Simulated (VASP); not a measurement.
# KI (Fm-3m) in VASP: further runs, part 2 of 3

VASP 6.6.1. The steps go on from the part before.

**3. Electric field gradients, PBEsol (volume scaled by 0.98)**

The input, INCAR:

```
SYSTEM = KI
PREC = Accurate
ENCUT = 520
EDIFF = 1E-8
ISMEAR = -1
SIGMA = 0.01
LREAL = .FALSE.
LASPH = .TRUE.
NELM = 60
ALGO = Normal
ISIF = 2
LWAVE = .FALSE.
LCHARG = .FALSE.
GGA = PS
LEFG = .TRUE.
NBANDS = 15
```

The input, KPOINTS:

```
regular mesh
0
G
  8 8 8
  0 0 0
```

The input, POSCAR:

```
KI
1.0
    0.0000000000      3.5008945893      3.5008945893
    3.5008945893      0.0000000000      3.5008945893
    3.5008945893      3.5008945893      0.0000000000
K I
1 1
Direct
    0.0000000000      0.0000000000      0.0000000000
    0.5000000000      0.5000000000      0.5000000000
```

Potentials or basis: VASP PAW PBE potentials, release 64 (K_sv, I).

On the command line:

```bash
> cat potpaw_PBE.64/K_sv/POTCAR potpaw_PBE.64/I/POTCAR > POTCAR
> mpirun -np 1 vasp_std > vasp.out
```

OUTCAR:

```text
SYSTEM = KI
   PREC = Accurate
   ENCUT = 520
   EDIFF = 1E-8
   ISMEAR = -1
   LREAL = .FALSE.
   LASPH = .TRUE.
   NELM = 60
   ISIF = 2
   GGA = PS

 ion  position               nearest neighbor table
   1  0.000  0.000  0.000-   2 3.50   2 3.50   2 3.50   2 3.50   2 3.50   2 3.50
   2  0.500  0.500  0.500-   1 3.50   1 3.50   1 3.50   1 3.50   1 3.50   1 3.50

  LATTYP: Found a face centered cubic cell.
 ALAT       =     7.0017891786

  Lattice vectors:

 A1 = (   0.0000000000,   3.5008945893,   3.5008945893)
 A2 = (   3.5008945893,   0.0000000000,   3.5008945893)
 A3 = (   3.5008945893,   3.5008945893,   0.0000000000)

Analysis of symmetry for initial positions (statically):
=====================================================================
 Subroutine PRICEL returns:
 Original cell was already a primitive cell.

 Routine SETGRP: Setting up the symmetry group for a
 face centered cubic supercell.

 Subroutine GETGRP returns: Found 48 space group operations
 (whereof 48 operations were pure point group operations)
 out of a pool of 48 trial point group operations.

The static configuration has the point symmetry O_h .

Analysis of symmetry for dynamics (positions and initial velocities):
=====================================================================
 Subroutine PRICEL returns:
 Original cell was already a primitive cell.

 Routine SETGRP: Setting up the symmetry group for a
 face centered cubic supercell.

 Subroutine GETGRP returns: Found 48 space group operations
 (whereof 48 operations were pure point group operations)
 out of a pool of 48 trial point group operations.

The dynamic configuration has the point symmetry O_h .

 Subroutine INISYM returns: Found 48 space group operations
 (whereof 48 operations are pure point group operations),
 and found     1 'primitive' translations

----------------------------------------------------------------------------------------

                                     Primitive cell

  volume of cell :      85.8158

  direct lattice vectors                    reciprocal lattice vectors
     0.000000000  3.500894589  3.500894589    -0.142820638  0.142820638  0.142820638
     3.500894589  0.000000000  3.500894589     0.142820638 -0.142820638  0.142820638
     3.500894589  3.500894589  0.000000000     0.142820638  0.142820638 -0.142820638

  length of vectors
     4.951012609  4.951012609  4.951012609     0.247372602  0.247372602  0.247372602

  position of ions in fractional coordinates (direct lattice)
     0.000000000  0.000000000  0.000000000
     0.500000000  0.500000000  0.500000000

  ion indices of the primitive-cell ions
   primitive index   ion index
                 1           1
                 2           2

----------------------------------------------------------------------------------------

 KPOINTS: regular mesh

Automatic generation of k-mesh.
 Grid dimensions read from file:
 generate k-points for:    8    8    8

 Generating k-lattice:

  Cartesian coordinates                     Fractional coordinates (reciprocal lattice)
[... 71 lines left out ...]
   NELECT =      16.0000    total number of electrons
   NUPDOWN=      -1.0000    fix difference up-down
   EMIN   =  10.00;   EMAX   =-10.00  energy-range for DOS
   EFERMI =   0.00;   METHOD = LEGACY
   ISMEAR =    -1;   SIGMA  =   0.01  broadening in eV -4-tet -1-fermi 0-gaus
   EFERMI_NEDOS =   21; number of points for ismear=-14 and -15
   IALGO  =     38    algorithm
   IMIX   =      4    mixing-type and parameters
     AMIX     =   0.40;   BMIX     =  1.00
     AMIX_MAG =   1.60;   BMIX_MAG =  1.00
  volume/ion in A,a.u.               =      42.91       289.56
  Fermi-wavevector in a.u.,A,eV,Ry     =   0.935246  1.767358 11.900809  0.874685
  Thomas-Fermi vector in A             =   2.062134
   LORBIT       =      0    0 simple, 1 ext, 2 COOP (PROOUT), +10 PAW based schemes
   GGA     = PS    functional components
[... 5 lines left out ...]
 non-spin polarized calculation
  energy-cutoff  :      520.00
  volume of cell :       85.82
 maximum number of plane-waves:      2332
 NGX is ok and might be reduce to    40
   NGX = 19   NGY = 19   NGZ = 19

 number of electron      15.9999999 magnetization

 Free energy of the ion-electron system (eV)
  ---------------------------------------------------
  ext. energy  EPLUGINS =         0.00000000
  ---------------------------------------------------
  free energy    TOTEN  =        -5.81590427 eV

  energy without entropy =       -5.81590427  energy(sigma->0) =       -5.81590427

 E-fermi :  -0.1226     XC(G=0):  -7.4530

 val. band max:       -0.3663910769   @ k =   0.0000   0.0000   0.0000
 cond. band min:       3.5061091656   @ k =   0.0000   0.0000   0.0000
 fundamental gap:      3.8725002425
 Fermi energy:        -0.1225985350

 k-point     1 :       0.0000    0.0000    0.0000
  band No.  band energies     occupation
      1     -28.6458      2.00000
      2     -12.2022      2.00000
      3     -12.2022      2.00000
      4     -12.2022      2.00000
      5     -10.9460      2.00000
      6      -0.3664      2.00000
      7      -0.3664      2.00000
      8      -0.3664      2.00000
      9       3.5061      0.00000
     10       6.0464      0.00000
     11       6.0464      0.00000
     12       6.0464      0.00000
     13       6.8060      0.00000
     14       6.8060      0.00000
[... 401 lines left out ...]
      2     -12.3414      2.00000
      3     -12.2224      2.00000
      4     -12.2123      2.00000
      5     -10.6617      2.00000
      6      -1.5522      2.00000
      7      -0.9526      2.00000
      8      -0.7853      2.00000
      9       5.5751      0.00000
     10       6.4018      0.00000
     11       7.0385      0.00000
     12       7.8934      0.00000
     13       8.3371      0.00000
     14       8.5990      0.00000
     15       9.4858      0.00000

 [... further k-points ...]
[... 5 lines left out ...]
  --------------------------------------------------------------------------------------
  -------------------------------------------------------------------------------------
  Total        0.0346512      0.0346512      0.0346512     -0.0000000      0.0000000      0.0000000
  in kB        0.6469375      0.6469375      0.6469375     -0.0000000      0.0000000      0.0000000
  external PRESSURE =       0.6469375 kB  Pullay stress =       0.0000000 kB

 VOLUME and BASIS-vectors are now :
 -----------------------------------------------------------------------------
  energy-cutoff  :      520.00
  volume of cell :       85.82
      direct lattice vectors                 reciprocal lattice vectors
     0.000000000  3.500894589  3.500894589    -0.142820638  0.142820638  0.142820638
     3.500894589  0.000000000  3.500894589     0.142820638 -0.142820638  0.142820638
     3.500894589  3.500894589  0.000000000     0.142820638  0.142820638 -0.142820638

 POSITION                                       TOTAL-FORCE (eV/Angst)
 -----------------------------------------------------------------------------------
      0.00000      0.00000      0.00000         0.000000      0.000000      0.000000
      3.50089      3.50089      3.50089         0.000000     -0.000000      0.000000
 -----------------------------------------------------------------------------------
    total drift:                                0.000000     -0.000000     -0.000000

  FREE ENERGIE OF THE ION-ELECTRON SYSTEM (eV)
  ---------------------------------------------------
  free  energy   TOTEN  =        -5.8159042723 eV

  energy  without entropy=       -5.8159042723  energy(sigma->0) =       -5.81590427

 Electric field gradients (V/A^2)
---------------------------------------------------------------------
 ion       V_xx      V_yy      V_zz      V_xy      V_xz      V_yz
---------------------------------------------------------------------
   1       0.000    -0.000    -0.000    -0.000    -0.000    -0.000
   2       0.000    -0.000    -0.000     0.000     0.000     0.000
---------------------------------------------------------------------

 Electric field gradients after diagonalization (V/A^2)
 (convention: |V_zz| > |V_xx| > |V_yy|)
----------------------------------------------------------------------
 ion       V_xx      V_yy      V_zz     asymmetry (V_yy - V_xx)/ V_zz
----------------------------------------------------------------------
   1       0.000     0.000    -0.001       0.000
   2      -0.000    -0.000     0.000       0.000
----------------------------------------------------------------------

           NMR quadrupolar parameters

 Cq : quadrupolar parameter    Cq=e*Q*V_zz/h
 eta: asymmetry parameters     (V_yy - V_xx)/ V_zz
 Q  : nuclear electric quadrupole moment in mb (millibarn)
----------------------------------------------------------------------
 ion       Cq(MHz)       eta       Q (mb)
----------------------------------------------------------------------
   1      -0.000       0.000       1.000
   2       0.000       0.000       1.000
----------------------------------------------------------------------
```

stdout:

```text
POSCAR found type information on POSCAR K I
 POSCAR found :  2 types and       2 ions
 scaLAPACK will be used
 -----------------------------------------------------------------------------
|                                                                             |
|                                                                             |
|     You enforced a specific xc type in the INCAR file but a different       |
|     I HOPE YOU KNOW WHAT YOU ARE DOING!                                     |
|                                                                             |
 -----------------------------------------------------------------------------

 LDA part: xc-table for (Slater+PW92), standard interpolation
 POSCAR, INCAR and KPOINTS ok, starting setup
 FFT: planning ... GRIDC
 FFT: planning ... GRID_SOFT
 FFT: planning ... GRID
 WAVECAR not read
 entering main loop
ion   1

ion   2
```

It took 49 s on 1 thread of Intel Xeon Platinum 8259CL at 2.50GHz (Skylake/Cascade Lake), shared host; peak memory 0.25 GiB.

Results:

| Item | Value |
| --- | --- |
| Free energy | -5.8159 eV |
| Pressure | 0.1 GPa |
| Band gap on the k mesh | 3.87 eV, direct |

Levels at points of the mesh, in eV from the valence-band top:
| k point | band 6 | band 7 | band 8 | band 9 | band 10 | band 11 |
| --- | --- | --- | --- | --- | --- | --- |
| (0.00, 0.00, 0.00) | 0.00 | 0.00 | 0.00 | 3.87 | 6.41 | 6.41 |
| (0.50, 0.00, 0.00) | -1.42 | -0.37 | -0.37 | 5.41 | 7.69 | 8.12 |
| (0.50, 0.50, 0.00) | -1.06 | -0.39 | -0.39 | 4.78 | 5.73 | 8.10 |

Caveat: without QUAD_EFG the Cq values of the log hold for a quadrupole moment of 1 mb, not for the nuclei; the PAW data sets were made with another functional, which shifts forces and pressure a little; spin-orbit coupling is left out, which moves the levels of the heavy elements.

**4. Electric field gradients, PBEsol (volume scaled by 0.98)**

The input, INCAR:

```
PREC = Accurate
ENCUT = 520
EDIFF = 1E-8
ISMEAR = -1
SIGMA = 0.01
LREAL = False
LASPH = True
NELM = 80
ALGO = Normal
ISIF = 2
LWAVE = False
LCHARG = False
GGA = PS
LEFG = True
NBANDS = 15
```

The input, KPOINTS:

```
Automatic mesh
0
Gamma
  8 8 8
```

POSCAR is that of step 3.

Potentials or basis: VASP PAW PBE potentials, release 64 (K_sv, I).

On the command line:

```bash
> cat potpaw_PBE.64/K_sv/POTCAR potpaw_PBE.64/I/POTCAR > POTCAR
> mpirun -np 1 vasp_std > vasp.out
```

OUTCAR:

```text
PREC = Accurate
   ENCUT = 520
   EDIFF = 1E-8
   ISMEAR = -1
   LREAL = False
   LASPH = True
   NELM = 80
   ISIF = 2
   GGA = PS

 ion  position               nearest neighbor table
   1  0.000  0.000  0.000-   2 3.50   2 3.50   2 3.50   2 3.50   2 3.50   2 3.50
   2  0.500  0.500  0.500-   1 3.50   1 3.50   1 3.50   1 3.50   1 3.50   1 3.50

  LATTYP: Found a face centered cubic cell.
 ALAT       =     7.0017891786

  Lattice vectors:

 A1 = (   0.0000000000,   3.5008945893,   3.5008945893)
 A2 = (   3.5008945893,   0.0000000000,   3.5008945893)
 A3 = (   3.5008945893,   3.5008945893,   0.0000000000)

Analysis of symmetry for initial positions (statically):
=====================================================================
 Subroutine PRICEL returns:
 Original cell was already a primitive cell.

 Routine SETGRP: Setting up the symmetry group for a
 face centered cubic supercell.

 Subroutine GETGRP returns: Found 48 space group operations
 (whereof 48 operations were pure point group operations)
 out of a pool of 48 trial point group operations.

The static configuration has the point symmetry O_h .

Analysis of symmetry for dynamics (positions and initial velocities):
=====================================================================
 Subroutine PRICEL returns:
 Original cell was already a primitive cell.

 Routine SETGRP: Setting up the symmetry group for a
 face centered cubic supercell.

 Subroutine GETGRP returns: Found 48 space group operations
 (whereof 48 operations were pure point group operations)
 out of a pool of 48 trial point group operations.

The dynamic configuration has the point symmetry O_h .
[... 165 lines left out ...]
     10       6.0464      0.00000
     11       6.0464      0.00000
     12       6.0464      0.00000
     13       6.8060      0.00000
     14       6.8060      0.00000
[... 401 lines left out ...]
      2     -12.3414      2.00000
      3     -12.2224      2.00000
      4     -12.2123      2.00000
      5     -10.6617      2.00000
      6      -1.5522      2.00000
      7      -0.9526      2.00000
      8      -0.7853      2.00000
      9       5.5751      0.00000
     10       6.4018      0.00000
     11       7.0385      0.00000
     12       7.8934      0.00000
     13       8.3371      0.00000
     14       8.5990      0.00000
     15       9.4858      0.00000

 [... further k-points ...]
[... 5 lines left out ...]
  --------------------------------------------------------------------------------------
  -------------------------------------------------------------------------------------
  Total        0.0346512      0.0346512      0.0346512     -0.0000000      0.0000000      0.0000000
  in kB        0.6469375      0.6469375      0.6469375     -0.0000000      0.0000000      0.0000000
  external PRESSURE =       0.6469375 kB  Pullay stress =       0.0000000 kB

 VOLUME and BASIS-vectors are now :
 -----------------------------------------------------------------------------
  energy-cutoff  :      520.00
  volume of cell :       85.82
      direct lattice vectors                 reciprocal lattice vectors
     0.000000000  3.500894589  3.500894589    -0.142820638  0.142820638  0.142820638
     3.500894589  0.000000000  3.500894589     0.142820638 -0.142820638  0.142820638
     3.500894589  3.500894589  0.000000000     0.142820638  0.142820638 -0.142820638

 POSITION                                       TOTAL-FORCE (eV/Angst)
 -----------------------------------------------------------------------------------
      0.00000      0.00000      0.00000         0.000000      0.000000      0.000000
      3.50089      3.50089      3.50089         0.000000     -0.000000      0.000000
 -----------------------------------------------------------------------------------
    total drift:                                0.000000     -0.000000     -0.000000

  FREE ENERGIE OF THE ION-ELECTRON SYSTEM (eV)
  ---------------------------------------------------
  free  energy   TOTEN  =        -5.8159042723 eV

  energy  without entropy=       -5.8159042723  energy(sigma->0) =       -5.81590427

 Electric field gradients (V/A^2)
---------------------------------------------------------------------
 ion       V_xx      V_yy      V_zz      V_xy      V_xz      V_yz
---------------------------------------------------------------------
   1       0.000    -0.000    -0.000    -0.000    -0.000    -0.000
   2       0.000    -0.000    -0.000     0.000     0.000     0.000
---------------------------------------------------------------------

 Electric field gradients after diagonalization (V/A^2)
 (convention: |V_zz| > |V_xx| > |V_yy|)
----------------------------------------------------------------------
 ion       V_xx      V_yy      V_zz     asymmetry (V_yy - V_xx)/ V_zz
----------------------------------------------------------------------
   1       0.000     0.000    -0.001       0.000
   2      -0.000    -0.000     0.000       0.000
----------------------------------------------------------------------

           NMR quadrupolar parameters

 Cq : quadrupolar parameter    Cq=e*Q*V_zz/h
 eta: asymmetry parameters     (V_yy - V_xx)/ V_zz
 Q  : nuclear electric quadrupole moment in mb (millibarn)
----------------------------------------------------------------------
 ion       Cq(MHz)       eta       Q (mb)
----------------------------------------------------------------------
   1      -0.000       0.000       1.000
   2       0.000       0.000       1.000
----------------------------------------------------------------------
```

OSZICAR:

```text
N       E                     dE             d eps       ncg     rms          rms(c)
DAV:   1     0.922476986102E+02    0.92248E+02   -0.65062E+03   870   0.907E+02
DAV:   2    -0.345225305745E+00   -0.92593E+02   -0.86789E+02  1144   0.215E+02
DAV:   3    -0.563802329148E+01   -0.52928E+01   -0.52730E+01  1216   0.453E+01
DAV:   4    -0.589567707692E+01   -0.25765E+00   -0.25760E+00  1412   0.869E+00
DAV:   5    -0.589752948654E+01   -0.18524E-02   -0.18524E-02  1250   0.769E-01    0.310E+00
DAV:   6    -0.581841602865E+01    0.79113E-01   -0.83107E-02  1136   0.196E+00    0.220E+00
DAV:   7    -0.581203109682E+01    0.63849E-02   -0.10192E-01  1185   0.177E+00    0.864E-01
DAV:   8    -0.581586228245E+01   -0.38312E-02   -0.13420E-02   968   0.871E-01    0.271E-01
DAV:   9    -0.581564916687E+01    0.21312E-03   -0.48637E-04  1234   0.147E-01    0.102E-01
DAV:  10    -0.581589934544E+01   -0.25018E-03   -0.36900E-04  1038   0.948E-02    0.737E-02
DAV:  11    -0.581590278673E+01   -0.34413E-05   -0.42084E-05  1175   0.381E-02    0.117E-02
DAV:  12    -0.581590308258E+01   -0.29585E-06   -0.26163E-06  1136   0.110E-02    0.585E-03
DAV:  13    -0.581590422962E+01   -0.11470E-05   -0.11454E-06  1052   0.556E-03    0.260E-03
DAV:  14    -0.581590421185E+01    0.17771E-07   -0.11137E-07  1122   0.182E-03    0.800E-04
DAV:  15    -0.581590425815E+01   -0.46304E-07   -0.10338E-08  1037   0.699E-04    0.200E-04
DAV:  16    -0.581590427615E+01   -0.18000E-07   -0.57810E-10   722   0.191E-04    0.152E-04
DAV:  17    -0.581590427226E+01    0.38929E-08   -0.16534E-10   673   0.976E-05
   1 F= -.58159043E+01 E0= -.58159043E+01  d E =-.785844E-13
```

Run time: 50 s. Hardware: 1 thread of Intel Xeon Platinum 8259CL at 2.50GHz (Skylake/Cascade Lake), shared host; peak memory 0.25 GiB.

What came out:

| Property | Result |
| --- | --- |
| Free energy | -5.8159 eV |
| Pressure | 0.1 GPa |
| Band gap on the k mesh | 3.87 eV, direct |

Levels at points of the mesh, in eV from the valence-band top:
| k point | band 5 | band 6 | band 7 | band 8 | band 9 | band 10 | band 11 | band 12 |
| --- | --- | --- | --- | --- | --- | --- | --- | --- |
| (0.00, 0.00, 0.00) | -10.58 | 0.00 | 0.00 | 0.00 | 3.87 | 6.41 | 6.41 | 6.41 |
| (0.50, 0.00, 0.00) | -10.25 | -1.42 | -0.37 | -0.37 | 5.41 | 7.69 | 8.12 | 8.12 |
| (0.50, 0.50, 0.00) | -10.42 | -1.06 | -0.39 | -0.39 | 4.78 | 5.73 | 8.10 | 8.76 |

Caveat: without QUAD_EFG the Cq values of the log hold for a quadrupole moment of 1 mb, not for the nuclei; the PAW data sets were made with another functional, which shifts forces and pressure a little; spin-orbit coupling is left out, which moves the levels of the heavy elements. A k mesh can miss the band edges.

(Continued in part 3 of 3.)
